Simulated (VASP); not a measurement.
# Sc (P6mm) in VASP: relaxation of cell and atoms with PBE

Aim: the relaxation of cell and atoms of Sc with PBE.

All numbers are computed with VASP 6.6.1; they aren't measurements. Logs are shortened: lines on timing, memory, paths and dates and some standing lists are left out, and cuts for length are marked.

## Step 1: The cell of the first run

The structure is hexagonal, space group P6mm (No. 183). Conventional cell: a = 5.595 Å, b = 5.595 Å, c = 5.130 Å, α = 90.00°, β = 90.00°, γ = 120.00°. Within 2.7 Å of Sc (site symmetry 2mm) lie 2 Sc at 2.01 Å. Sc (site symmetry 3m) has 3 Sc at 2.01 Å within 2.7 Å.

## Step 2: Relaxation of cell and atoms, PBE

INCAR

```
ALGO = Normal
EDIFF = 1E-7
EDIFFG = -0.04
ENCUT = 600
GGA = PE
IBRION = 2
ISIF = 3
ISMEAR = 0
LASPH = T
LCHARG = F
LREAL = F
LWAVE = F
NELM = 100
NSW = 90
PREC = Accurate
SIGMA = 0.1
```

KPOINTS

```
k-points
0
Gamma
  6 6 4
```

POSCAR

```
Sc
1.0
    5.5946323667      0.0000000000      0.0000000000
   -2.7973161833      4.8450937544      0.0000000000
    0.0000000000      0.0000000000      5.1303318013
Sc
5
Direct
    0.0000000000      0.5000000000      0.4344100000
    0.5000000000      0.0000000000      0.4344100000
    0.5000000000      0.5000000000      0.4344100000
    0.3333333333      0.6666666667      0.6666700000
    0.6666666667      0.3333333333      0.6666700000
```

Potentials or basis: VASP PAW PBE potentials, release 64 (Sc_sv).

Run with:

```bash
> cat potpaw_PBE.64/Sc_sv/POTCAR > POTCAR
> mpirun -np 1 vasp_std > vasp.out
```

OUTCAR:

```text
EDIFF = 1E-7
   EDIFFG = -0.04
   ENCUT = 600
   GGA = PE
   IBRION = 2
   ISIF = 3
   ISMEAR = 0
   LASPH = T
   LREAL = F
   NELM = 100
   NSW = 90
   PREC = Accurate

 ion  position               nearest neighbor table
   1  0.000  0.500  0.434-   4 2.01   5 2.01   3 2.80   3 2.80   2 2.80   2 2.80
   2  0.500  0.000  0.434-   4 2.01   5 2.01   3 2.80   3 2.80   1 2.80   1 2.80
   3  0.500  0.500  0.434-   4 2.01   5 2.01   2 2.80   2 2.80   1 2.80   1 2.80
   4  0.333  0.667  0.667-   2 2.01   1 2.01   3 2.01   5 3.23   5 3.23   5 3.23
   5  0.667  0.333  0.667-   2 2.01   1 2.01   3 2.01   4 3.23   4 3.23   4 3.23

  LATTYP: Found a hexagonal cell.
 ALAT       =     5.5946323667
 C/A-ratio  =     0.9170096380

  Lattice vectors:

 A1 = (   5.5946323667,   0.0000000000,   0.0000000000)
 A2 = (  -2.7973161833,   4.8450937544,   0.0000000000)
 A3 = (   0.0000000000,   0.0000000000,   5.1303318013)

Analysis of symmetry for initial positions (statically):
=====================================================================
 Subroutine PRICEL returns:
 Original cell was already a primitive cell.

 Routine SETGRP: Setting up the symmetry group for a
 hexagonal supercell.

 Subroutine GETGRP returns: Found 12 space group operations
 (whereof 12 operations were pure point group operations)
 out of a pool of 24 trial point group operations.

The static configuration has the point symmetry C_6v.

Analysis of symmetry for dynamics (positions and initial velocities):
=====================================================================
 Subroutine PRICEL returns:
 Original cell was already a primitive cell.

 Routine SETGRP: Setting up the symmetry group for a
 hexagonal supercell.

 Subroutine GETGRP returns: Found 12 space group operations
 (whereof 12 operations were pure point group operations)
 out of a pool of 24 trial point group operations.

The dynamic configuration has the point symmetry C_6v.

 Subroutine INISYM returns: Found 12 space group operations
 (whereof 12 operations are pure point group operations),
 and found     1 'primitive' translations

----------------------------------------------------------------------------------------

                                     Primitive cell

  volume of cell :     139.0654

  direct lattice vectors                    reciprocal lattice vectors
     5.594632367  0.000000000  0.000000000     0.178742755  0.103197177  0.000000000
    -2.797316183  4.845093754  0.000000000     0.000000000  0.206394355  0.000000000
     0.000000000  0.000000000  5.130331801     0.000000000  0.000000000  0.194919167
[... 92 lines left out ...]
   ISIF   =      3    stress and relaxation
   ISYM   =      2    0-nonsym 1-usesym 2-fastsym
   POTIM  = 0.5000    time-step for ionic-motion
   TEBEG  =    0.0;   TEEND  =   0.0 temperature during run
   PSTRESS=    0.0 pullay stress
   NELECT =      55.0000    total number of electrons
   NUPDOWN=      -1.0000    fix difference up-down
   EMIN   =  10.00;   EMAX   =-10.00  energy-range for DOS
   EFERMI =   0.00;   METHOD = LEGACY
   ISMEAR =     0;   SIGMA  =   0.10  broadening in eV -4-tet -1-fermi 0-gaus
   EFERMI_NEDOS =   21; number of points for ismear=-14 and -15
   IALGO  =     38    algorithm
   IMIX   =      4    mixing-type and parameters
     AMIX     =   0.40;   BMIX     =  1.00
     AMIX_MAG =   1.60;   BMIX_MAG =  1.00
  volume/ion in A,a.u.               =      27.81       187.69
  Fermi-wavevector in a.u.,A,eV,Ry     =   1.201681  2.270849 19.647331  1.444038
  Thomas-Fermi vector in A             =   2.337484
   LORBIT       =      0    0 simple, 1 ext, 2 COOP (PROOUT), +10 PAW based schemes
   GGA     = PE    functional components
   LHFCALC =     F    Hartree Fock is set to
   AEXX    =    0.0000 exact exchange contribution
   IVDW    =     0    specifies the selected vdW correction
   LEPSILON=     F    determine dielectric tensor
   LRPA    =     F    only Hartree local field effects (RPA)
 conjugate gradient relaxation of ions
 non-spin polarized calculation
 Gauss-broadening in eV      SIGMA  =   0.10
  energy-cutoff  :      600.00
  volume of cell :      139.07
 maximum number of plane-waves:      4676
 NGX is ok and might be reduce to    48
   NGX = 23   NGY = 23   NGZ = 21

--------------------------------------- Ionic step        1  -------------------------------------------

 number of electron      55.0000003 magnetization

 Free energy of the ion-electron system (eV)
  ---------------------------------------------------
  ext. energy  EPLUGINS =         0.00000000
  ---------------------------------------------------
  free energy    TOTEN  =       -14.91313695 eV

  energy without entropy =      -14.89263320  energy(sigma->0) =      -14.90288507

------------------------ aborting loop because EDIFF is reached ----------------------------------------

  FORCE on cell =-STRESS in cart. coord.  units (eV):
  Direction    XX          YY          ZZ          XY          YZ          ZX
  --------------------------------------------------------------------------------------
  -------------------------------------------------------------------------------------
  Total       23.4864787     23.4864787     11.1175587      0.0000000      0.0000000      0.0000000
  in kB      270.5884766    270.5884766    128.0857513      0.0000000      0.0000000      0.0000000
  external PRESSURE =     223.0875682 kB  Pullay stress =       0.0000000 kB
[... 98 lines left out ...]
  FREE ENERGIE OF THE ION-ELECTRON SYSTEM (eV)
  ---------------------------------------------------
  free  energy   TOTEN  =       -23.6109160246 eV

  energy  without entropy=      -23.4970199469  energy(sigma->0) =      -23.55396799

[... ionic steps 4 to 12 ...]

--------------------------------------- Ionic step       13  -------------------------------------------

 number of electron      55.0000000 magnetization

------------------------ aborting loop because EDIFF is reached ----------------------------------------
[... 73 lines left out ...]
--------------------------------------- Ionic step       15  -------------------------------------------

 number of electron      55.0000000 magnetization

 Free energy of the ion-electron system (eV)
  ---------------------------------------------------
  ext. energy  EPLUGINS =         0.00000000
  ---------------------------------------------------
  free energy    TOTEN  =       -26.49267108 eV

  energy without entropy =      -26.43154302  energy(sigma->0) =      -26.46210705

 E-fermi :   1.7792     XC(G=0):  -8.3131

 val. band max:        1.7785664985   @ k =   0.1667   0.0000   0.2500
 cond. band min:       1.7939068303   @ k =   0.3333   0.1667   0.5000
 fundamental gap:      0.0153403318
 Fermi energy:         1.7792288170

 k-point     1 :       0.0000    0.0000    0.0000
  band No.  band energies     occupation
      1     -48.2481      2.00000
      2     -48.2339      2.00000
      3     -47.8895      2.00000
      4     -47.8181      2.00000
      5     -47.8181      2.00000
      6     -26.9419      2.00000
[... 777 lines left out ...]
  FREE ENERGIE OF THE ION-ELECTRON SYSTEM (eV)
  ---------------------------------------------------
  free  energy   TOTEN  =       -26.4926710784 eV

  energy  without entropy=      -26.4315430174  energy(sigma->0) =      -26.46210705

 reached required accuracy - stopping structural energy minimisation
```

It took 15 min on 1 thread of Intel Xeon Platinum 8559C (Emerald Rapids), shared host; peak memory 0.36 GiB.

Results:

```
Free energy                            : -26.4927 eV
Relaxed volume                         : 34.53 Å³/atom
Relaxed cell                           : a = 6.050 Å, b = 6.050 Å, c = 5.447 Å, α = 90.00°, β = 90.00°, γ = 120.00°
Space group after relaxing (to 0.05 Å) : P6/mmm (No. 191)
Energy gained by relaxing              : 2315.9 meV/atom
Ionic steps                            : 15
Pressure after relaxing                : 0.0 GPa
Largest force after relaxing           : 0.028 eV/Å
```

Forces in eV/Å, atoms in the order of the input:
```
Sc   0.000  0.000  0.018
Sc   0.000  0.000  0.018
Sc   0.000  0.000  0.018
Sc   0.000  0.000 -0.028
Sc   0.000  0.000 -0.028
```

The path:
```
step  energy change (eV)  largest force (eV/Å)  pressure (GPa)  volume (Å³)
   1              0.0000                6.8756           22.31       139.07
   2             -8.3866                3.0912            0.06       231.68
   3             -8.6978                2.0678           -1.89       250.83
   4             -9.7856                1.0717           -3.10       237.34
   5            -10.5015                0.3386           -4.07       221.80
   6            -10.6990                0.0129           -2.77       190.63
   7            -10.7906                0.0350           -3.89       203.59
   8            -11.3846                0.1199            1.33       162.05
   9            -11.3986                0.0543            0.42       166.69
  10            -11.5570                0.0669            0.48       168.35
  11            -11.5714                0.0730            0.61       168.85
  12            -11.5715                0.0738            0.63       168.92
  13            -11.5790                0.0400           -0.12       173.23
  14            -11.5792                0.0445           -0.03       172.66
  15            -11.5795                0.0275           -0.02       172.63
```

Final structure:
```yaml
crystal:
  lattice:
    - [6.04963, 0.00000, 0.00000]
    - [-3.02482, 5.23914, 0.00000]
    - [0.00000, 0.00000, 5.44667]
  atoms:
    - { symbol: Sc, position: [0.00000, 0.50000, 0.32675] }
    - { symbol: Sc, position: [0.50000, 0.00000, 0.32675] }
    - { symbol: Sc, position: [0.50000, 0.50000, 0.32675] }
    - { symbol: Sc, position: [0.33333, 0.66667, 0.82815] }
    - { symbol: Sc, position: [0.66667, 0.33333, 0.82815] }
```

Caveat: the volume moved by over 15 % at a fixed basis, so the end points are rough.
